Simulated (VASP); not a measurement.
# Mg (Im-3m) in VASP: further runs, part 2 of 2

VASP 6.6.1.

## (3) Single point, r2SCAN (volume scaled by 0.840)

POSCAR reads:

```
Mg
1.0
   -1.6788807261      1.6788807261      1.6788807261
    1.6788807261     -1.6788807261      1.6788807261
    1.6788807261      1.6788807261     -1.6788807261
Mg
1
Direct
    0.0000000000      0.0000000000      0.0000000000
```

INCAR.step1 reads:

```
SYSTEM = Mg
PREC = Accurate
ENCUT = 520
ISMEAR = 0
SIGMA = 0.05
LREAL = .FALSE.
LASPH = .TRUE.
NELM = 60
NBANDS = 7
GGA = PE
ALGO = Normal
EDIFF = 1E-4
LWAVE = .TRUE.
LCHARG = .FALSE.
```

INCAR.step2 reads:

```
SYSTEM = Mg
PREC = Accurate
ENCUT = 520
EDIFF = 1E-6
ISMEAR = 0
SIGMA = 0.05
LREAL = .FALSE.
LASPH = .TRUE.
NELM = 60
ALGO = Normal
ISIF = 2
LWAVE = .FALSE.
LCHARG = .FALSE.
METAGGA = R2SCAN
LMIXTAU = .TRUE.
NBANDS = 7
ISTART = 1
```

KPOINTS reads:

```
Automatic mesh
0
G
  18 18 18
  0 0 0
```

Potentials or basis: VASP PAW PBE potentials, release 64 (Mg).

Started as:

```console
$ cat potpaw_PBE.64/Mg/POTCAR > POTCAR
$ cp INCAR.step1 INCAR
$ mpirun -np 1 vasp_std > vasp.out
$ cp INCAR.step2 INCAR
$ mpirun -np 1 vasp_std > vasp.out
```

Run time: 60 s. Hardware: 1 thread of Intel Xeon Platinum 8488C (Sapphire Rapids), shared host; peak memory 0.16 GiB.

Results (log left out):

- Free energy: -4.0349 eV
- Pressure: 9.1 GPa
- Band gap on the k mesh: zero (band 1 reaches 7.94 eV, above the bottom of band 2 at 2.91 eV)

Levels at points of the mesh, in eV from the Fermi level:
| k point | band 1 | band 2 | band 3 | band 4 | band 5 | band 6 |
| --- | --- | --- | --- | --- | --- | --- |
| (0.00, 0.00, 0.00) | -8.34 | 15.27 | 15.27 | 15.27 | 17.64 | 17.64 |
| (0.50, 0.00, 0.00) | -2.01 | -0.88 | 9.86 | 11.74 | 12.25 | 14.25 |
| (0.50, 0.50, 0.50) | 4.15 | 4.15 | 4.75 | 4.75 | 4.75 | 10.90 |

Caveat: the PAW data sets were made with another functional, which shifts forces and pressure a little.

## (4) Single point, r2SCAN (volume scaled by 0.880)

POSCAR reads:

```
Mg
1.0
   -1.7051174753      1.7051174753      1.7051174753
    1.7051174753     -1.7051174753      1.7051174753
    1.7051174753      1.7051174753     -1.7051174753
Mg
1
Direct
    0.0000000000      0.0000000000      0.0000000000
```

INCAR.step1 reads:

```
ALGO = Normal
EDIFF = 1E-4
ENCUT = 520
GGA = PE
ISMEAR = 0
LASPH = T
LCHARG = F
LREAL = F
LWAVE = T
NBANDS = 7
NELM = 60
PREC = Accurate
SIGMA = 0.05
```

INCAR.step2 reads:

```
ALGO = Normal
EDIFF = 1E-7
ENCUT = 520
ISIF = 2
ISMEAR = 0
ISTART = 1
LASPH = T
LCHARG = F
LMIXTAU = T
LREAL = F
LWAVE = F
METAGGA = R2SCAN
NBANDS = 7
NELM = 60
PREC = Accurate
SIGMA = 0.05
```

KPOINTS reads:

```
k-points
0
Gamma
  18 18 18
```

Potentials or basis: VASP PAW PBE potentials, release 64 (Mg).

Started as:

```console
$ cat potpaw_PBE.64/Mg/POTCAR > POTCAR
$ cp INCAR.step1 INCAR
$ mpirun -np 1 vasp_std > vasp.out
$ cp INCAR.step2 INCAR
$ mpirun -np 1 vasp_std > vasp.out
```

OUTCAR:

```text
EDIFF = 1E-7
   ENCUT = 520
   ISIF = 2
   ISMEAR = 0
   ISTART = 1
   LASPH = T
   LREAL = F
   METAGGA = R2SCAN
   NELM = 60
   PREC = Accurate

 ion  position               nearest neighbor table
   1  0.000  0.000  0.000-

  LATTYP: Found a body centered cubic cell.
 ALAT       =     3.4102349506

  Lattice vectors:

 A1 = (  -1.7051174753,   1.7051174753,   1.7051174753)
 A2 = (   1.7051174753,  -1.7051174753,   1.7051174753)
 A3 = (   1.7051174753,   1.7051174753,  -1.7051174753)

Analysis of symmetry for initial positions (statically):
=====================================================================
 Subroutine PRICEL returns:
 Original cell was already a primitive cell.

 Routine SETGRP: Setting up the symmetry group for a
 body centered cubic supercell.

 Subroutine GETGRP returns: Found 48 space group operations
 (whereof 48 operations were pure point group operations)
 out of a pool of 48 trial point group operations.

The static configuration has the point symmetry O_h .

Analysis of symmetry for dynamics (positions and initial velocities):
=====================================================================
 Subroutine PRICEL returns:
 Original cell was already a primitive cell.

 Routine SETGRP: Setting up the symmetry group for a
 body centered cubic supercell.

 Subroutine GETGRP returns: Found 48 space group operations
 (whereof 48 operations were pure point group operations)
 out of a pool of 48 trial point group operations.

The dynamic configuration has the point symmetry O_h .

 Subroutine INISYM returns: Found 48 space group operations
 (whereof 48 operations are pure point group operations),
 and found     1 'primitive' translations

----------------------------------------------------------------------------------------

                                     Primitive cell

  volume of cell :      19.8300

  direct lattice vectors                    reciprocal lattice vectors
    -1.705117475  1.705117475  1.705117475     0.000000000  0.293234928  0.293234928
[... 101 lines left out ...]
   IALGO  =     38    algorithm
   IMIX   =      4    mixing-type and parameters
     AMIX     =   0.40;   BMIX     =  1.00
     AMIX_MAG =   1.60;   BMIX_MAG =  1.00
  volume/ion in A,a.u.               =      19.83       133.82
  Fermi-wavevector in a.u.,A,eV,Ry     =   0.762039  1.440045  7.900950  0.580703
  Thomas-Fermi vector in A             =   1.861412
   LORBIT       =      0    0 simple, 1 ext, 2 COOP (PROOUT), +10 PAW based schemes
   METAGGA = R2SCAN    functional components
   LHFCALC =     F    Hartree Fock is set to
   AEXX    =    0.0000 exact exchange contribution
   IVDW    =     0    specifies the selected vdW correction
   LEPSILON=     F    determine dielectric tensor
   LRPA    =     F    only Hartree local field effects (RPA)
 non-spin polarized calculation
 Gauss-broadening in eV      SIGMA  =   0.05
  energy-cutoff  :      520.00
  volume of cell :       19.83
 maximum number of plane-waves:       555
 NGX is ok and might be reduce to    24
   NGX = 11   NGY = 11   NGZ = 11

 number of electron       2.0000000 magnetization

 Free energy of the ion-electron system (eV)
  ---------------------------------------------------
  ext. energy  EPLUGINS =         0.00000000
  ---------------------------------------------------
  free energy    TOTEN  =        -4.07725691 eV

  energy without entropy =       -4.07657831  energy(sigma->0) =       -4.07691761

 E-fermi :   3.5033     XC(G=0):  -9.5261

 val. band max:        3.5030402448   @ k =   0.5000   0.5000   0.2778
 cond. band min:       3.5049550787   @ k =   0.3889   0.2222  -0.0000
 fundamental gap:      0.0019148339
 Fermi energy:         3.5032587614

 k-point     1 :       0.0000    0.0000    0.0000
  band No.  band energies     occupation
      1      -4.5992      2.00000
      2      18.4346      0.00000
      3      18.4346      0.00000
      4      18.4347      0.00000
      5      20.7507      0.00000
      6      20.7507      0.00000
      7      22.0646      0.00000
[... 221 lines left out ...]
 k-point    24 :       0.3889    0.1111    0.0000
  band No.  band energies     occupation
      1       0.8751      2.00000
      2       3.9317      0.00000
      3      10.8448      0.00000
      4      14.1693      0.00000
      5      16.8347      0.00000
      6      19.8516      0.00000
      7      23.7370      0.00000

 [... further k-points ...]
[... 5 lines left out ...]
  --------------------------------------------------------------------------------------
  -------------------------------------------------------------------------------------
  Total        0.7451919      0.7451919      0.7451919      0.0000000      0.0000000     -0.0000000
  in kB       60.2082239     60.2082239     60.2082239      0.0000000      0.0000000     -0.0000000
  external PRESSURE =      60.2082239 kB  Pullay stress =       0.0000000 kB

 VOLUME and BASIS-vectors are now :
 -----------------------------------------------------------------------------
  energy-cutoff  :      520.00
  volume of cell :       19.83
      direct lattice vectors                 reciprocal lattice vectors
    -1.705117475  1.705117475  1.705117475     0.000000000  0.293234928  0.293234928
     1.705117475 -1.705117475  1.705117475     0.293234928  0.000000000  0.293234928
     1.705117475  1.705117475 -1.705117475     0.293234928  0.293234928  0.000000000

 POSITION                                       TOTAL-FORCE (eV/Angst)
 -----------------------------------------------------------------------------------
      0.00000      0.00000      0.00000         0.000000      0.000000     -0.000000
 -----------------------------------------------------------------------------------
    total drift:                                0.000000      0.000000      0.000000

  FREE ENERGIE OF THE ION-ELECTRON SYSTEM (eV)
  ---------------------------------------------------
  free  energy   TOTEN  =        -4.0772569116 eV

  energy  without entropy=       -4.0765783100  energy(sigma->0) =       -4.07691761
```

OUTCAR.step1:

```text
EDIFF = 1E-4
   ENCUT = 520
   GGA = PE
   ISMEAR = 0
   LASPH = T
[... 456 lines left out ...]

 POSITION                                       TOTAL-FORCE (eV/Angst)
 -----------------------------------------------------------------------------------
      0.00000      0.00000      0.00000         0.000000      0.000000      0.000000
 -----------------------------------------------------------------------------------
    total drift:                                0.000000      0.000000      0.000000

  FREE ENERGIE OF THE ION-ELECTRON SYSTEM (eV)
  ---------------------------------------------------
  free  energy   TOTEN  =        -1.4214915866 eV

  energy  without entropy=       -1.4206886001  energy(sigma->0) =       -1.42109009
```

Run time: 61 s. Hardware: 1 thread of Intel Xeon Platinum 8488C (Sapphire Rapids), shared host; peak memory 0.16 GiB.

What came out:

```
Free energy            : -4.0773 eV
Pressure               : 6.0 GPa
Band gap on the k mesh : zero (band 1 reaches 7.66 eV, above the bottom of band 2 at 2.63 eV)
```

Levels at points of the mesh, in eV from the Fermi level:
| k point | band 1 | band 2 | band 3 | band 4 | band 5 | band 6 |
| --- | --- | --- | --- | --- | --- | --- |
| (0.00, 0.00, 0.00) | -8.10 | 14.93 | 14.93 | 14.93 | 17.25 | 17.25 |
| (0.50, 0.00, 0.00) | -1.93 | -0.87 | 9.69 | 11.31 | 11.91 | 13.80 |
| (0.50, 0.50, 0.50) | 4.16 | 4.16 | 4.59 | 4.59 | 4.59 | 10.30 |

Caveat: the PAW data sets were made with another functional, which shifts forces and pressure a little.

## (5) The runs side by side

| cell | gap on the mesh (eV) | pressure (GPa) |
| --- | --- | --- |
| a = 2.861 Å, angles 109.5°, 1 atom | none | 13.0 |
| a = 2.908 Å, angles 109.5°, 1 atom | none | 9.1 |
| a = 2.953 Å, angles 109.5°, 1 atom | none | 6.0 |

Alike in all rows: task single point; level r2SCAN; potentials or basis VASP PAW PBE potentials, release 64 (Mg); no spin polarisation; k mesh 18 × 18 × 18; cutoff (eV) 520; smearing gaussian 0.05 eV.

Caveats: the PAW data sets were made with another functional, which shifts forces and pressure a little.

Total energies depend on the potentials used, so only differences within one code and one set of settings carry meaning.
